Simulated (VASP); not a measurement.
Runs of VASP 6.6.1 on Ti. The structure is that of space group P6_3/mmc (No. 194), or close to it. The cells are those of the table. 

| cell | further INCAR settings | gap on the mesh (eV) | pressure (GPa) |
| --- | --- | --- | --- |
| a = 2.861, b = 2.861, c = 4.545 Å, angles 90.0, 90.0, 120.0°, 2 atoms | ALGO = Fast; EDIFF = 1e-06; NBANDS = 19 | none | 9.1 |
| a = 2.861, b = 2.861, c = 4.756 Å, angles 90.0, 90.0, 120.0°, 2 atoms | ALGO = Fast; EDIFF = 1e-07; NBANDS = 19 | none | 3.3 |
| a = 2.861, b = 2.861, c = 4.616 Å, angles 90.0, 90.0, 120.0°, 2 atoms | ALGO = Fast; EDIFF = 1e-06; NBANDS = 19 | none | 7.1 |
| a = 2.861, b = 2.861, c = 4.827 Å, angles 90.0, 90.0, 120.0°, 2 atoms | ALGO = Fast; EDIFF = 1e-07; NBANDS = 19 | none | (a) |
| a = 2.861, b = 2.861, c = 4.686 Å, angles 90.0, 90.0, 120.0°, 2 atoms | ALGO = Fast; EDIFF = 1e-07; NBANDS = 19 | none | (b) |

Alike in all rows: task single point; level PBE; potentials or basis VASP PAW PBE potentials, release 64 (Ti_sv); no spin polarisation; k mesh 18 × 18 × 10; cutoff (eV) 520; smearing gaussian 0.15 eV.

Problem. Estimate the missing entries.

Solution. (a) 1.6; (b) 5.2.

A gap of «none» marks levels without a gap at the run's occupations.
